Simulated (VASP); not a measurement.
Ni: single point with PBE

The system is Ni.

```
CELL_PARAMETERS angstrom
2.48370 0.00000 0.00000
-1.24185 2.15095 0.00000
0.00000 0.00000 4.08937
ATOMIC_POSITIONS crystal
Ni 0.33333 0.66667 0.75000
Ni 0.66667 0.33333 0.25000
```

This isn't the form of Ni at room conditions, which is fcc.

```yaml
Program: VASP 6.6.1
Task: single point
Functional: PBE
Potentials_or_basis: VASP PAW PBE potentials, release 64 (Ni)
Cutoff: 520 eV
k_mesh: 20 × 20 × 10
Occupations: gaussian, width 0.05 eV
Spin: non-collinear spin, typed start, spin-orbit coupling
Starting_moments: "[[0.0, 0.0, 0.8], [0.0, 0.0, 0.8]] μB"
```

| Property | Result |
| --- | --- |
| Pressure | -0.1 GPa |
| Net moment | 1.26 μB per cell |
| Valence electrons inside the program's atomic spheres | Ni 9.30 |

Moments on the atoms (μB; x, y, z):
```
Ni  0.00 0.00 0.64
Ni  0.00 0.00 0.64
```

Wall time 16 min on 1 thread of Oxide Virtual Turin-like Processor (shared host), peak memory 0.43 GiB.
